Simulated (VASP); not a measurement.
Write the native input for VASP 6.6.1 that does the following.

```yaml
Task: relaxation of cell and atoms
Functional: PBE
Potentials_or_basis: VASP PAW PBE potentials, release 64 (Zr_sv)
Cutoff: 600 eV
k_mesh: 9 × 9 × 5
Occupations: fermi-dirac, width 0.05 eV
Spin: no spin polarisation
Dipole_correction: no
Further_INCAR_settings: ALGO = Normal; EDIFF = 1e-06; IBRION = 2; EDIFFG = -0.01; NSW = 60; ISIF = 3
```

The structure of Zr lies in POSCAR:

```
Zr
1.0
    3.2320000000      0.0000000000      0.0000000000
   -1.6160000000      2.7989941050      0.0000000000
    0.0000000000      0.0000000000      5.1470000000
Zr
2
Direct
    0.6666666667      0.3333333333      0.7500000000
    0.3333333333      0.6666666667      0.2500000000
```

One way to write it, as run:

INCAR

```
PREC     = Accurate       # precision mode
ENCUT    = 600            # plane-wave cutoff, eV
EDIFF    = 1E-6           # SCF threshold, eV
ISMEAR   = -1             # smearing method
SIGMA    = 0.05           # smearing width, eV
LREAL    = False          # projectors in reciprocal space
LASPH    = True           # aspherical terms in the spheres
NELM     = 80             # most SCF steps
ALGO     = Normal         # electronic algorithm
ISIF     = 3              # what is computed and relaxed
LWAVE    = False          # write WAVECAR
LCHARG   = False          # write CHGCAR
GGA      = PE             # functional
IBRION   = 2              # ionic algorithm
NSW      = 60             # ionic steps
EDIFFG   = -0.01          # ionic threshold
```

KPOINTS

```
Automatic mesh
0
Gamma
  9 9 5
```

Potentials or basis: VASP PAW PBE potentials, release 64 (Zr_sv).

Run with:

```sh
$ cat potpaw_PBE.64/Zr_sv/POTCAR > POTCAR
$ mpirun -np 1 vasp_std > vasp.out
```

It gave:

```
Relaxed volume                         : 23.40 Å³/atom
Relaxed cell                           : a = 3.229 Å, b = 3.229 Å, c = 5.181 Å, α = 90.00°, β = 90.00°, γ = 120.00°
Space group after relaxing (to 0.05 Å) : P6_3/mmc (No. 194)
Energy gained by relaxing              : 0.5 meV/atom
Ionic steps                            : 4
Pressure after relaxing                : 0.0 GPa
Band gap on the k mesh                 : zero (band 12 reaches 9.81 eV, above the bottom of band 13 at 8.67 eV)
```

Wall time 66 s on 1 thread of Intel(R) Xeon(R) Platinum 8375C CPU @ 2.90GHz (Ice Lake), on a shared host, peak memory 0.2 GiB.
